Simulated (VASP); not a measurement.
# NdSi6 (Pm-3m) in VASP: density of states with PBE

Aim: the density of states of NdSi6 with PBE.

All numbers are computed with VASP 6.6.1; they aren't measurements. Logs are shortened: lines on timing, memory, paths and dates and some standing lists are left out, and cuts for length are marked.

### Step 1. The cell of the first run

Symmetry: Pm-3m, No. 221, cubic system. Conventional cell: a = 4.923 Å, b = 4.923 Å, c = 4.923 Å, α = 90.00°, β = 90.00°, γ = 90.00°. Nd (site symmetry m-3m) has 24 Si at 3.63 Å within 4.8 Å. Within 2.7 Å of Si (site symmetry 4mm) lie 5 Si at 2.04 Å.

### Step 2. Density of states, PBE

File POSCAR:

```
NdSi6
1.0
    4.9230469600      0.0000000000      0.0000000000
    0.0000000000      4.9230469600      0.0000000000
    0.0000000000      0.0000000000      4.9230469600
Nd Si
1 6
Direct
    0.0000000000      0.0000000000      0.0000000000
    0.5000000000      0.5000000000      0.2070000000
    0.5000000000      0.5000000000      0.7930000000
    0.2070000000      0.5000000000      0.5000000000
    0.7930000000      0.5000000000      0.5000000000
    0.5000000000      0.2070000000      0.5000000000
    0.5000000000      0.7930000000      0.5000000000
```

File INCAR.step1:

```
  PREC = Accurate
  ENCUT = 520
  EDIFF = 1E-6
  ISMEAR = -1
  SIGMA = 0.1
  LREAL = F
  LASPH = T
  NELM = 100
  ALGO = Normal
  ISIF = 2
  LWAVE = F
  LCHARG = T
  LMAXMIX = 6
  GGA = PE
  NBANDS = 28
```

File KPOINTS.step1:

```
Automatic mesh
0
Gamma
  4 4 4
  0.5 0.5 0.5
```

File INCAR.step2:

```
  PREC = Accurate
  ENCUT = 520
  EDIFF = 1E-6
  ISMEAR = -5
  SIGMA = 0.1
  LREAL = F
  LASPH = T
  NELM = 100
  ALGO = Normal
  ISIF = 2
  LWAVE = F
  LCHARG = F
  LMAXMIX = 6
  GGA = PE
  LORBIT = 11
  NEDOS = 2001
  ICHARG = 11
```

File KPOINTS.step2:

```
regular mesh
0
Gamma
  6 6 6
```

Potentials or basis: VASP PAW PBE potentials, release 64 (Nd, Si).

Launch:

```
> cat potpaw_PBE.64/Nd/POTCAR potpaw_PBE.64/Si/POTCAR > POTCAR
> cp INCAR.step1 INCAR
> cp KPOINTS.step1 KPOINTS
> mpirun -np 1 vasp_std > vasp.out
> cp INCAR.step2 INCAR
> cp KPOINTS.step2 KPOINTS
> mpirun -np 1 vasp_std > vasp.out
```

OUTCAR:

```text
PREC = Accurate
   ENCUT = 520
   EDIFF = 1E-6
   ISMEAR = -5
   LREAL = F
   LASPH = T
   NELM = 100
   ISIF = 2
   GGA = PE
   LORBIT = 11
   ICHARG = 11

 ion  position               nearest neighbor table
   1  0.000  0.000  0.000-
   2  0.500  0.500  0.207-   3 2.04   4 2.04   5 2.04   6 2.04   7 2.04   3 2.88
   3  0.500  0.500  0.793-   2 2.04   4 2.04   5 2.04   6 2.04   7 2.04   2 2.88
   4  0.207  0.500  0.500-   5 2.04   3 2.04   2 2.04   6 2.04   7 2.04   5 2.88
   5  0.793  0.500  0.500-   4 2.04   3 2.04   2 2.04   6 2.04   7 2.04   4 2.88
   6  0.500  0.207  0.500-   7 2.04   3 2.04   4 2.04   5 2.04   2 2.04   7 2.88
   7  0.500  0.793  0.500-   6 2.04   3 2.04   4 2.04   5 2.04   2 2.04   6 2.88

  LATTYP: Found a simple cubic cell.
 ALAT       =     4.9230469600

  Lattice vectors:

 A1 = (   4.9230469600,   0.0000000000,   0.0000000000)
 A2 = (   0.0000000000,   4.9230469600,   0.0000000000)
 A3 = (   0.0000000000,   0.0000000000,   4.9230469600)

Analysis of symmetry for initial positions (statically):
=====================================================================
 Subroutine PRICEL returns:
 Original cell was already a primitive cell.

 Routine SETGRP: Setting up the symmetry group for a
 simple cubic supercell.

 Subroutine GETGRP returns: Found 48 space group operations
 (whereof 48 operations were pure point group operations)
 out of a pool of 48 trial point group operations.

The static configuration has the point symmetry O_h .

Analysis of symmetry for dynamics (positions and initial velocities):
=====================================================================
 Subroutine PRICEL returns:
 Original cell was already a primitive cell.

 Routine SETGRP: Setting up the symmetry group for a
 simple cubic supercell.

 Subroutine GETGRP returns: Found 48 space group operations
 (whereof 48 operations were pure point group operations)
 out of a pool of 48 trial point group operations.

The dynamic configuration has the point symmetry O_h .

 Subroutine INISYM returns: Found 48 space group operations
 (whereof 48 operations are pure point group operations),
 and found     1 'primitive' translations

----------------------------------------------------------------------------------------

                                     Primitive cell

  volume of cell :     119.3169

  direct lattice vectors                    reciprocal lattice vectors
     4.923046960  0.000000000  0.000000000     0.203126236  0.000000000  0.000000000
     0.000000000  4.923046960  0.000000000     0.000000000  0.203126236  0.000000000
     0.000000000  0.000000000  4.923046960     0.000000000  0.000000000  0.203126236

  length of vectors
     4.923046960  4.923046960  4.923046960     0.203126236  0.203126236  0.203126236

  position of ions in fractional coordinates (direct lattice)
     0.000000000  0.000000000  0.000000000
     0.500000000  0.500000000  0.207000000
     0.500000000  0.500000000  0.793000000
     0.207000000  0.500000000  0.500000000
     0.793000000  0.500000000  0.500000000
     0.500000000  0.207000000  0.500000000
     0.500000000  0.793000000  0.500000000

  ion indices of the primitive-cell ions
   primitive index   ion index
                 1           1
                 2           2
                 3           3
                 4           4
                 5           5
                 6           6
                 7           7

----------------------------------------------------------------------------------------

 KPOINTS: regular mesh

Automatic generation of k-mesh.
 Grid dimensions read from file:
 generate k-points for:    6    6    6

 Generating k-lattice:

  Cartesian coordinates                     Fractional coordinates (reciprocal lattice)
     0.033854373  0.000000000  0.000000000     0.166666667  0.000000000  0.000000000
     0.000000000  0.033854373  0.000000000     0.000000000  0.166666667  0.000000000
     0.000000000  0.000000000  0.033854373     0.000000000  0.000000000  0.166666667

  Length of vectors
     0.033854373  0.033854373  0.033854373

  Shift w.r.t. Gamma in fractional coordinates (k-lattice)
     0.000000000  0.000000000  0.000000000

 TETIRR: Found    104 inequivalent tetrahedra from     1296

 Subroutine IBZKPT returns following result:
 ===========================================

 Found     20 irreducible k-points:

 Following reciprocal coordinates:
            Coordinates               Weight
  0.000000  0.000000  0.000000      1.000000
  0.166667  0.000000  0.000000      6.000000
  0.333333  0.000000  0.000000      6.000000
  0.500000  0.000000  0.000000      3.000000
  0.166667  0.166667  0.000000     12.000000
  0.333333  0.166667  0.000000     24.000000
[... 12 lines left out ...]
  0.500000  0.500000  0.333333      6.000000
  0.500000  0.500000  0.500000      1.000000
   k-points           NKPTS =     20   k-points in BZ     NKDIM =     20   number of bands    NBANDS=     23
   number of dos      NEDOS =   2001   number of ions     NIONS =      7
   total plane-waves  NPLWV =  64000
   dimension x,y,z NGX =    40 NGY =   40 NGZ =   40
   dimension x,y,z NGXF=    80 NGYF=   80 NGZF=   80
   ions per type =               1   6
   NGX,Y,Z   is equivalent  to a cutoff of  13.51, 13.51, 13.51 a.u.
   NGXF,Y,Z  is equivalent  to a cutoff of  27.02, 27.02, 27.02 a.u.
 SYSTEM =  unknown system
   PREC   = accura    normal or accurate (medium, high low for compatibility)
   ISTART =      0    job   : 0-new  1-cont  2-samecut
   ICHARG =     11    charge: 1-file 2-atom 10-const
   ISPIN  =      1    spin polarized calculation?
   LNONCOLLINEAR =      F non collinear calculations
   LSORBIT =      F    spin-orbit coupling
   LASPH  =      T    aspherical Exc in radial PAW
   ENCUT  =  520.0 eV  38.22 Ry    6.18 a.u.   9.15  9.15  9.15*2*pi/ulx,y,z
   NELM   =    100;   NELMIN=  2; NELMDL=  0     # of ELM steps
   EDIFF  = 0.1E-05   stopping-criterion for ELM
   LREAL  =      F    real-space projection
   EDIFFG = 0.1E-04   stopping-criterion for IOM
   NSW    =      0    number of steps for IOM
   IBRION =     -1    ionic relax: 0-MD 1-quasi-New 2-CG
   NFREE  =      0    steps in history (QN), initial steepest desc. (CG)
   ISIF   =      2    stress and relaxation
   ISYM   =      2    0-nonsym 1-usesym 2-fastsym
   POTIM  = 0.5000    time-step for ionic-motion
   TEBEG  =    0.0;   TEEND  =   0.0 temperature during run
   PSTRESS=    0.0 pullay stress
   NELECT =      38.0000    total number of electrons
   NUPDOWN=      -1.0000    fix difference up-down
   EMIN   =  10.00;   EMAX   =-10.00  energy-range for DOS
   EFERMI =   0.00;   METHOD = LEGACY
   ISMEAR =    -5;   SIGMA  =   0.10  broadening in eV -4-tet -1-fermi 0-gaus
   EFERMI_NEDOS =   21; number of points for ismear=-14 and -15
   IALGO  =     38    algorithm
   IMIX   =      4    mixing-type and parameters
     AMIX     =   0.40;   BMIX     =  1.00
     AMIX_MAG =   1.60;   BMIX_MAG =  1.00
  volume/ion in A,a.u.               =      17.05       115.03
  Fermi-wavevector in a.u.,A,eV,Ry     =   1.117983  2.112682 17.005746  1.249887
  Thomas-Fermi vector in A             =   2.254611
   LORBIT       =     11    0 simple, 1 ext, 2 COOP (PROOUT), +10 PAW based schemes
   GGA     = PE    functional components
   LHFCALC =     F    Hartree Fock is set to
   AEXX    =    0.0000 exact exchange contribution
   IVDW    =     0    specifies the selected vdW correction
   LEPSILON=     F    determine dielectric tensor
   LRPA    =     F    only Hartree local field effects (RPA)
 non-spin polarized calculation
 Fermi weights with tetrahedron method with Bloechl corrections
  energy-cutoff  :      520.00
  volume of cell :      119.32
 maximum number of plane-waves:      3235
 NGX is ok and might be reduce to    40

 number of electron      37.9999998 magnetization

 Free energy of the ion-electron system (eV)
  ---------------------------------------------------
  ext. energy  EPLUGINS =         0.00000000
  ---------------------------------------------------
  free energy    TOTEN  =       -22.26585170 eV

  energy without entropy =      -22.26585170  energy(sigma->0) =      -22.26585170

 E-fermi :   8.8535     XC(G=0): -10.4445

 val. band max:        8.8641691313   @ k =   0.3333   0.3333   0.0000
 cond. band min:       8.8549041906   @ k =   0.5000   0.3333   0.3333
 fundamental gap:     -0.0092649407
 Fermi energy:         8.8535498854

 k-point     1 :       0.0000    0.0000    0.0000
  band No.  band energies     occupation
      1     -28.7649      2.00000
      2     -10.1178      2.00000
      3     -10.1178      2.00000
      4     -10.1178      2.00000
      5      -8.6602      2.00000
      6      -1.2358      2.00000
[... 15 lines left out ...]
     22       9.2098      0.00000
     23       9.2098      0.00000

 k-point     2 :       0.1667    0.0000    0.0000
  band No.  band energies     occupation
      1     -28.7646      2.00000
      2     -10.1427      2.00000
      3     -10.1160      2.00000
      4     -10.1160      2.00000
      5      -8.5910      2.00000
      6      -2.0932      2.00000
[... 15 lines left out ...]
     22       8.8935      0.00000
     23       8.9618      0.00000

 k-point     3 :       0.3333    0.0000    0.0000
  band No.  band energies     occupation
      1     -28.7642      2.00000
      2     -10.1891      2.00000
      3     -10.1123      2.00000
      4     -10.1123      2.00000
      5      -8.4471      2.00000
      6      -2.9806      2.00000
[... 15 lines left out ...]
     22       8.8749      0.00000
     23       8.9306      0.00000

 k-point     4 :       0.5000    0.0000    0.0000
  band No.  band energies     occupation
      1     -28.7640      2.00000
      2     -10.2110      2.00000
      3     -10.1104      2.00000
      4     -10.1104      2.00000
      5      -8.3712      2.00000
      6      -3.3136      2.00000
[... 15 lines left out ...]
     22       8.9184      0.00000
     23       8.9420      0.00000

 k-point     5 :       0.1667    0.1667    0.0000
  band No.  band energies     occupation
      1     -28.7644      2.00000
      2     -10.1465      2.00000
      3     -10.1291      2.00000
      4     -10.1142      2.00000
      5      -8.5319      2.00000
      6      -2.0800      2.00000
[... 330 lines left out ...]
 k-point    18 :       0.5000    0.3333    0.3333
  band No.  band energies     occupation
      1     -28.7627      2.00000
      2     -10.1579      2.00000
      3     -10.1425      2.00000
      4     -10.1389      2.00000
      5      -8.1364      2.00000
      6      -3.0426      2.00000
[... 15 lines left out ...]
     22       8.9625      0.00000
     23       9.0829      0.00000

 k-point    19 :       0.5000    0.5000    0.3333
  band No.  band energies     occupation
      1     -28.7625      2.00000
      2     -10.1521      2.00000
      3     -10.1521      2.00000
      4     -10.1375      2.00000
      5      -8.0840      2.00000
      6      -3.0198      2.00000
[... 15 lines left out ...]
     22       8.9764      0.00000
     23       8.9816      0.00000

 k-point    20 :       0.5000    0.5000    0.5000
  band No.  band energies     occupation
      1     -28.7622      2.00000
      2     -10.1484      2.00000
      3     -10.1484      2.00000
      4     -10.1484      2.00000
      5      -8.0249      2.00000
      6      -3.0149      2.00000
[... 15 lines left out ...]
     22       8.8575      0.00000
     23       9.0297      0.00000

------------------------ aborting loop because EDIFF is reached ----------------------------------------

  FORCE on cell =-STRESS in cart. coord.  units (eV):
  Direction    XX          YY          ZZ          XY          YZ          ZX
  --------------------------------------------------------------------------------------
  -------------------------------------------------------------------------------------
  Total       30.6562908     30.6562908     30.6562908      0.0000000      0.0000000      0.0000000
  in kB      411.6501278    411.6501278    411.6501278      0.0000000      0.0000000      0.0000000
  external PRESSURE =     411.6501278 kB  Pullay stress =       0.0000000 kB

 VOLUME and BASIS-vectors are now :
 -----------------------------------------------------------------------------
  energy-cutoff  :      520.00
  volume of cell :      119.32
      direct lattice vectors                 reciprocal lattice vectors
     4.923046960  0.000000000  0.000000000     0.203126236  0.000000000  0.000000000
     0.000000000  4.923046960  0.000000000     0.000000000  0.203126236  0.000000000
     0.000000000  0.000000000  4.923046960     0.000000000  0.000000000  0.203126236

 POSITION                                       TOTAL-FORCE (eV/Angst)
 -----------------------------------------------------------------------------------
      0.00000      0.00000      0.00000         0.000000      0.000000     -0.000000
      2.46152      2.46152      1.01907         0.000000      0.000000     -9.121493
      2.46152      2.46152      3.90398        -0.000000     -0.000000      9.121493
      1.01907      2.46152      2.46152        -9.121493     -0.000000     -0.000000
      3.90398      2.46152      2.46152         9.121493      0.000000     -0.000000
      2.46152      1.01907      2.46152        -0.000000     -9.121493     -0.000000
      2.46152      3.90398      2.46152         0.000000      9.121493     -0.000000
 -----------------------------------------------------------------------------------
    total drift:                               -0.000000     -0.000000     -0.000000

  FREE ENERGIE OF THE ION-ELECTRON SYSTEM (eV)
  ---------------------------------------------------
  free  energy   TOTEN  =       -22.2658516951 eV

  energy  without entropy=      -22.2658516951  energy(sigma->0) =      -22.26585170

 total charge

# of ion       s       p       d       f       tot
--------------------------------------------------
    1        1.984   5.381   0.340   3.231  10.935
    2        0.807   1.225   0.000   0.000   2.032
    3        0.807   1.225   0.000   0.000   2.032
    4        0.807   1.225   0.000   0.000   2.032
    5        0.807   1.225   0.000   0.000   2.032
    6        0.807   1.225   0.000   0.000   2.032
    7        0.807   1.225   0.000   0.000   2.032
--------------------------------------------------
tot          6.827  12.729   0.340   3.231  23.127
```

Wall time 2.2 min (1 thread of Intel Xeon Platinum 8375C at 2.90GHz (Ice Lake), shared host); peak memory 0.25 GiB.

Results:

| Item | Value |
| --- | --- |
| Valence electrons inside the program's atomic spheres | Nd 10.94; Si 2.03 |

Levels at points of the mesh, in eV from the Fermi level:
```
           k point  band 16  band 17  band 18  band 19  band 20  band 21  band 22  band 23
(0.00, 0.00, 0.00)    -1.26    -1.26    -0.07    -0.07    -0.07    -0.05     0.36     0.36
(0.50, 0.00, 0.00)    -1.41    -1.04    -1.04    -0.94     0.01     0.01     0.06     0.09
(0.50, 0.50, 0.00)    -1.37    -1.37     0.02     0.03     0.04     0.04     0.04     0.14
(0.50, 0.50, 0.50)    -0.40    -0.02    -0.02    -0.02     0.00     0.00     0.00     0.18
```

Caveat: spin-orbit coupling is left out, which moves the levels of the heavy elements; without U or exact exchange the open f shell lies at the Fermi level, which spoils levels, moments and volumes; tetrahedron occupations give inexact forces and stress in metals.
